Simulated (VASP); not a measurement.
Input of a VASP 6.6.1 run:

Contents of INCAR:

```
PREC = Accurate
ENCUT = 520
EDIFF = 1E-6
ISMEAR = -1
SIGMA = 0.05
LREAL = False
LASPH = True
NELM = 60
ALGO = Normal
ISIF = 2
LWAVE = False
LCHARG = True
GGA = PS
LELF = True
LVHAR = True
NBANDS = 16
```

KPOINTS

```
regular mesh
0
Gamma
  6 6 6
```

File POSCAR:

```
HgTe
1.0
    0.0000000000      3.2145000000      3.2145000000
    3.2145000000      0.0000000000      3.2145000000
    3.2145000000      3.2145000000      0.0000000000
Hg Te
1 1
Direct
    0.0000000000      0.0000000000      0.0000000000
    0.7500000000      0.7500000000      0.7500000000
```

Potentials or basis: VASP PAW PBE potentials, release 64 (Hg, Te).

The run is started by

```bash
$ cat potpaw_PBE.64/Hg/POTCAR potpaw_PBE.64/Te/POTCAR > POTCAR
$ mpirun -np 1 vasp_std > vasp.out
```

(1) Estimate the band gap on the k mesh.

(2) Estimate the pressure.

Results:

(1) zero (filled and empty bands touch).

(2) 1.9 GPa.

Caveat: the PAW data sets were made with another functional, which shifts forces and pressure a little; spin-orbit coupling is left out, which moves the levels of the heavy elements.
